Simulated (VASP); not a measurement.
# Co (P6_3/mmc) in VASP: a series of runs, part 2 of 2

VASP 6.6.1. Earlier steps stand in the parts before.

## Step 3: Single point, PBEsol, collinear spin, ferromagnetic start (volume scaled by 0.98)

Contents of INCAR:

```
ALGO = Normal
EDIFF = 1E-7
ENCUT = 520
GGA = PS
ISIF = 2
ISMEAR = -1
ISPIN = 2
LASPH = T
LCHARG = T
LELF = T
LMAXMIX = 4
LORBIT = 11
LREAL = F
LVHAR = T
LWAVE = F
MAGMOM = 2 2
NBANDS = 20
NELM = 150
PREC = Accurate
SIGMA = 0.05
```

Contents of KPOINTS:

```
k-points
0
Gamma
  19 19 10
```

Contents of POSCAR:

```
Co
1.0
    2.5020943139      0.0000000000      0.0000000000
   -1.2510471570      2.1668772385      0.0000000000
    0.0000000000      0.0000000000      4.0635427969
Co
2
Direct
    0.3333333333      0.6666666667      0.2500000000
    0.6666666667      0.3333333333      0.7500000000
```

Potentials or basis: VASP PAW PBE potentials, release 64 (Co).

On the command line:

```
$ cat potpaw_PBE.64/Co/POTCAR > POTCAR
$ mpirun -np 1 vasp_std > vasp.out
```

OUTCAR:

```text
EDIFF = 1E-7
   ENCUT = 520
   GGA = PS
   ISIF = 2
   ISMEAR = -1
   ISPIN = 2
   LASPH = T
   LORBIT = 11
   LREAL = F
   NELM = 150
   PREC = Accurate

 ion  position               nearest neighbor table
   1  0.333  0.667  0.250-   2 2.49   2 2.49   2 2.49   2 2.49   2 2.49   2 2.49
   2  0.667  0.333  0.750-   1 2.49   1 2.49   1 2.49   1 2.49   1 2.49   1 2.49

  LATTYP: Found a hexagonal cell.
 ALAT       =     2.5020943139
 C/A-ratio  =     1.6240566050

  Lattice vectors:

 A1 = (   2.5020943139,   0.0000000000,   0.0000000000)
 A2 = (  -1.2510471570,   2.1668772385,   0.0000000000)
 A3 = (   0.0000000000,   0.0000000000,   4.0635427969)

Analysis of symmetry for initial positions (statically):
=====================================================================
 Subroutine PRICEL returns:
 Original cell was already a primitive cell.

 Routine SETGRP: Setting up the symmetry group for a
 hexagonal supercell.

 Subroutine GETGRP returns: Found 24 space group operations
 (whereof 12 operations were pure point group operations)
 out of a pool of 24 trial point group operations.

The static configuration has the point symmetry D_3d.
 The point group associated with its full space group is D_6h.

Analysis of symmetry for dynamics (positions and initial velocities):
=====================================================================
 Subroutine PRICEL returns:
 Original cell was already a primitive cell.

 Routine SETGRP: Setting up the symmetry group for a
 hexagonal supercell.

 Subroutine GETGRP returns: Found 24 space group operations
 (whereof 12 operations were pure point group operations)
 out of a pool of 24 trial point group operations.

The dynamic configuration has the point symmetry D_3d.
 The point group associated with its full space group is D_6h.

Analysis of structural, dynamic, and magnetic symmetry:
=====================================================================
 Subroutine PRICEL returns:
 Original cell was already a primitive cell.

 Routine SETGRP: Setting up the symmetry group for a
 hexagonal supercell.

 Subroutine GETGRP returns: Found 24 space group operations
 (whereof 12 operations were pure point group operations)
 out of a pool of 24 trial point group operations.

The overall configuration has the point symmetry D_3d.
 The point group associated with its full space group is D_6h.

 Subroutine INISYM returns: Found 24 space group operations
 (whereof 12 operations are pure point group operations),
 and found     1 'primitive' translations

----------------------------------------------------------------------------------------

                                     Primitive cell

  volume of cell :      22.0314

  direct lattice vectors                    reciprocal lattice vectors
     2.502094314  0.000000000  0.000000000     0.399665190  0.230746805  0.000000000
    -1.251047157  2.166877239  0.000000000     0.000000000  0.461493610  0.000000000
     0.000000000  0.000000000  4.063542797     0.000000000  0.000000000  0.246090678

  length of vectors
     2.502094314  2.502094314  4.063542797     0.461493610  0.461493610  0.246090678

  position of ions in fractional coordinates (direct lattice)
     0.333333333  0.666666667  0.250000000
     0.666666667  0.333333333  0.750000000

[... 63 lines left out ...]
   ions per type =               2
   NGX,Y,Z   is equivalent  to a cutoff of  13.29, 13.29, 12.27 a.u.
   NGXF,Y,Z  is equivalent  to a cutoff of  26.58, 26.58, 24.55 a.u.
 SYSTEM =  unknown system
   PREC   = accura    normal or accurate (medium, high low for compatibility)
   ISTART =      0    job   : 0-new  1-cont  2-samecut
   ICHARG =      2    charge: 1-file 2-atom 10-const
   ISPIN  =      2    spin polarized calculation?
   LNONCOLLINEAR =      F non collinear calculations
   LSORBIT =      F    spin-orbit coupling
   LASPH  =      T    aspherical Exc in radial PAW
   ENCUT  =  520.0 eV  38.22 Ry    6.18 a.u.   4.65  4.65  7.56*2*pi/ulx,y,z
   NELM   =    150;   NELMIN=  2; NELMDL= -5     # of ELM steps
   EDIFF  = 0.1E-06   stopping-criterion for ELM
   LREAL  =      F    real-space projection
   EDIFFG = 0.1E-05   stopping-criterion for IOM
   NSW    =      0    number of steps for IOM
   IBRION =     -1    ionic relax: 0-MD 1-quasi-New 2-CG
   NFREE  =      0    steps in history (QN), initial steepest desc. (CG)
   ISIF   =      2    stress and relaxation
   ISYM   =      2    0-nonsym 1-usesym 2-fastsym
   POTIM  = 0.5000    time-step for ionic-motion
   TEBEG  =    0.0;   TEEND  =   0.0 temperature during run
   PSTRESS=    0.0 pullay stress
   NELECT =      18.0000    total number of electrons
   NUPDOWN=      -1.0000    fix difference up-down
   EMIN   =  10.00;   EMAX   =-10.00  energy-range for DOS
   EFERMI =   0.00;   METHOD = LEGACY
   ISMEAR =    -1;   SIGMA  =   0.05  broadening in eV -4-tet -1-fermi 0-gaus
   EFERMI_NEDOS =   21; number of points for ismear=-14 and -15
   IALGO  =     38    algorithm
   IMIX   =      4    mixing-type and parameters
     AMIX     =   0.40;   BMIX     =  1.00
     AMIX_MAG =   1.60;   BMIX_MAG =  1.00
  volume/ion in A,a.u.               =      11.02        74.34
  Fermi-wavevector in a.u.,A,eV,Ry     =   1.530446  2.892124 31.868457  2.342265
  Thomas-Fermi vector in A             =   2.637928
   LORBIT       =     11    0 simple, 1 ext, 2 COOP (PROOUT), +10 PAW based schemes
   GGA     = PS    functional components
   LHFCALC =     F    Hartree Fock is set to
   AEXX    =    0.0000 exact exchange contribution
   IVDW    =     0    specifies the selected vdW correction
   LEPSILON=     F    determine dielectric tensor
   LRPA    =     F    only Hartree local field effects (RPA)
 spin polarized calculation
  energy-cutoff  :      520.00
  volume of cell :       22.03
 maximum number of plane-waves:       608
 NGX is ok and might be reduce to    20
   NGX =  9   NGY =  9   NGZ = 15

 number of electron      18.0000002 magnetization       3.2347523

 Free energy of the ion-electron system (eV)
  ---------------------------------------------------
  ext. energy  EPLUGINS =         0.00000000
  ---------------------------------------------------
  free energy    TOTEN  =       -15.41872469 eV

  energy without entropy =      -15.40342630  energy(sigma->0) =      -15.41107549

 E-fermi :   9.8580     XC(G=0): -13.4888

 val. band max:        9.8566356634   @ k =   0.1579   0.0000   0.2000
 cond. band min:       9.8613870825   @ k =   0.3684   0.0526   0.5000
 fundamental gap:      0.0047514191
 Fermi energy:         9.8580298170

 spin component 1

 k-point     1 :       0.0000    0.0000    0.0000
  band No.  band energies     occupation
      1       0.9759      1.00000
      2       4.7772      1.00000
      3       7.2608      1.00000
      4       7.3071      1.00000
      5       7.3071      1.00000
      6       7.6081      1.00000
[... 541 lines left out ...]
     19      32.8373      0.00000
     20      34.5061      0.00000

 [... further k-points ...]

 spin component 2

 k-point     1 :       0.0000    0.0000    0.0000
  band No.  band energies     occupation
      1       1.0302      1.00000
      2       5.7333      1.00000
      3       8.8796      1.00000
      4       8.9336      1.00000
      5       8.9336      1.00000
      6       9.2860      0.99999
[... 541 lines left out ...]
     19      33.1933      0.00000
     20      34.8922      0.00000

 [... further k-points ...]
[... 5 lines left out ...]
  --------------------------------------------------------------------------------------
  -------------------------------------------------------------------------------------
  Total       -1.7485997     -1.7485997     -1.9723831      0.0000000     -0.0000000      0.0000000
  in kB     -127.1622393   -127.1622393   -143.4362853      0.0000000     -0.0000000      0.0000000
  external PRESSURE =    -132.5869213 kB  Pullay stress =       0.0000000 kB

 VOLUME and BASIS-vectors are now :
 -----------------------------------------------------------------------------
  energy-cutoff  :      520.00
  volume of cell :       22.03
      direct lattice vectors                 reciprocal lattice vectors
     2.502094314  0.000000000  0.000000000     0.399665190  0.230746805  0.000000000
    -1.251047157  2.166877239  0.000000000     0.000000000  0.461493610  0.000000000
     0.000000000  0.000000000  4.063542797     0.000000000  0.000000000  0.246090678

 POSITION                                       TOTAL-FORCE (eV/Angst)
 -----------------------------------------------------------------------------------
     -0.00000      1.44458      1.01589         0.000000     -0.000000      0.000000
      1.25105      0.72229      3.04766        -0.000000      0.000000      0.000000
 -----------------------------------------------------------------------------------
    total drift:                                0.000000      0.000000     -0.000000

  FREE ENERGIE OF THE ION-ELECTRON SYSTEM (eV)
  ---------------------------------------------------
  free  energy   TOTEN  =       -15.4187246941 eV

  energy  without entropy=      -15.4034262955  energy(sigma->0) =      -15.41107549

 total charge

# of ion       s       p       d       tot
------------------------------------------
    1        0.483   0.511   7.247   8.241
    2        0.483   0.511   7.247   8.241
--------------------------------------------------
tot          0.965   1.023  14.495  16.483

 magnetization (x)

# of ion       s       p       d       tot
------------------------------------------
    1       -0.015  -0.051   1.701   1.636
    2       -0.015  -0.051   1.701   1.636
--------------------------------------------------
tot         -0.029  -0.102   3.402   3.271
```

stdout:

```text
POSCAR found type information on POSCAR Co
 POSCAR found :  1 types and       2 ions
 scaLAPACK will be used
 -----------------------------------------------------------------------------
|                                                                             |
|                                                                             |
|     You enforced a specific xc type in the INCAR file but a different       |
|     I HOPE YOU KNOW WHAT YOU ARE DOING!                                     |
|                                                                             |
 -----------------------------------------------------------------------------

 LDA part: xc-table for (Slater+PW92), standard interpolation
 POSCAR, INCAR and KPOINTS ok, starting setup
 FFT: planning ... GRIDC
 FFT: planning ... GRID_SOFT
 FFT: planning ... GRID
 WAVECAR not read
 entering main loop
```

Run time: 90 s. Hardware: 1 thread of Intel Xeon 6975P-C (Granite Rapids), shared host; peak memory 0.25 GiB.

Results:

```yaml
Free_energy: -15.4187 eV
Pressure: -13.3 GPa
Net_moment: 3.23 μB per cell
Site_moments: Co +1.64 μB
Valence_electrons_inside_the_program's_atomic_spheres: Co 8.24
```

Levels at points of the mesh, in eV from the Fermi level:
Spin up:
```csv
k point,band 7,band 8,band 9,band 10,band 11,band 12,band 13,band 14,band 15,band 16
"(0.00, 0.00, 0.00)",-2.25,-1.89,-1.89,-0.83,-0.83,-0.17,6.14,21.85,24.28,24.28
"(0.00, 0.00, 0.50)",-2.61,-2.61,-1.13,-1.13,-1.13,-1.13,14.69,14.69,22.55,22.55
```
Spin down:
```tsv
k point	band 3	band 4	band 5	band 6	band 7	band 8	band 9	band 10	band 11	band 12
(0.00, 0.00, 0.00)	-0.98	-0.92	-0.92	-0.57	-0.57	-0.17	-0.14	-0.14	1.04	1.04
(0.00, 0.00, 0.50)	-1.51	-1.51	-0.98	-0.98	-0.98	-0.98	0.71	0.71	0.71	0.71
```

Caveat: the PAW data sets were made with another functional, which shifts forces and pressure a little.

## Step 4: Single point, PBEsol, collinear spin, ferromagnetic start (volume scaled by 1.01)

Contents of INCAR:

```
SYSTEM = Co
  ALGO = Normal
  EDIFF = 1E-6
  ENCUT = 520
  GGA = PS
  ISIF = 2
  ISMEAR = -1
  ISPIN = 2
  LASPH = .TRUE.
  LCHARG = .TRUE.
  LELF = .TRUE.
  LMAXMIX = 4
  LORBIT = 11
  LREAL = .FALSE.
  LVHAR = .TRUE.
  LWAVE = .FALSE.
  MAGMOM = 2 2
  NBANDS = 20
  NELM = 150
  PREC = Accurate
  SIGMA = 0.05
```

Contents of KPOINTS:

```
k-points
0
G
  19 19 10
  0 0 0
```

Contents of POSCAR:

```
Co
1.0
    2.5273697045      0.0000000000      0.0000000000
   -1.2636848523      2.1887663689      0.0000000000
    0.0000000000      0.0000000000      4.1045914620
Co
2
Direct
    0.3333333333      0.6666666667      0.2500000000
    0.6666666667      0.3333333333      0.7500000000
```

On the command line:

```
$ cat potpaw_PBE.64/Co/POTCAR > POTCAR
$ mpirun -np 1 vasp_std > vasp.out
```

It took 80 s on 1 thread of Intel Xeon 6975P-C (Granite Rapids), shared host; peak memory 0.26 GiB.

The run converged. Its results:

```
Free energy                                           : -15.3523 eV
Pressure                                              : -18.2 GPa
Net moment                                            : 3.28 μB per cell
Site moments                                          : Co +1.67 μB
Valence electrons inside the program's atomic spheres : Co 8.19
```

Stress tensor (GPa, compression positive):
```
-17.72   0.00   0.00
  0.00 -17.72   0.00
  0.00   0.00 -19.10
```

Levels at points of the mesh, in eV from the Fermi level:
Spin up:
```csv
k point,band 8,band 9,band 10,band 11,band 12,band 13,band 14,band 15
"(0.00, 0.00, 0.00)",-1.90,-1.90,-0.88,-0.88,-0.15,5.87,21.59,23.73
"(0.00, 0.00, 0.50)",-2.58,-1.17,-1.17,-1.17,-1.17,14.35,14.35,22.28
```
Spin down:
```tsv
k point	band 3	band 4	band 5	band 6	band 7	band 8	band 9	band 10	band 11	band 12
(0.00, 0.00, 0.00)	-0.92	-0.87	-0.87	-0.53	-0.53	-0.16	-0.12	-0.12	1.01	1.01
(0.00, 0.00, 0.50)	-1.44	-1.44	-0.93	-0.93	-0.93	-0.93	0.69	0.69	0.69	0.69
```

Caveat: the PAW data sets were made with another functional, which shifts forces and pressure a little.

## Step 5: Summary

```csv
cell,gap on the mesh (eV),pressure (GPa),moment (μB)
"a = 2.468, b = 2.468, c = 4.007 Å, angles 90.0, 90.0, 120.0°, 2 atoms",none,-5.3,3.16
"a = 2.502, b = 2.502, c = 4.064 Å, angles 90.0, 90.0, 120.0°, 2 atoms",none,-13.3,3.23
"a = 2.527, b = 2.527, c = 4.105 Å, angles 90.0, 90.0, 120.0°, 2 atoms",none,-18.2,3.28
```

Alike in all rows: task single point; level PBEsol; potentials or basis VASP PAW PBE potentials, release 64 (Co); spin collinear, ferromagnetic start; k mesh 19 × 19 × 10; cutoff (eV) 520; smearing fermi-dirac 0.05 eV.

Caveats: the PAW data sets were made with another functional, which shifts forces and pressure a little.

Absolute energies hang on the potentials; compare differences alone.
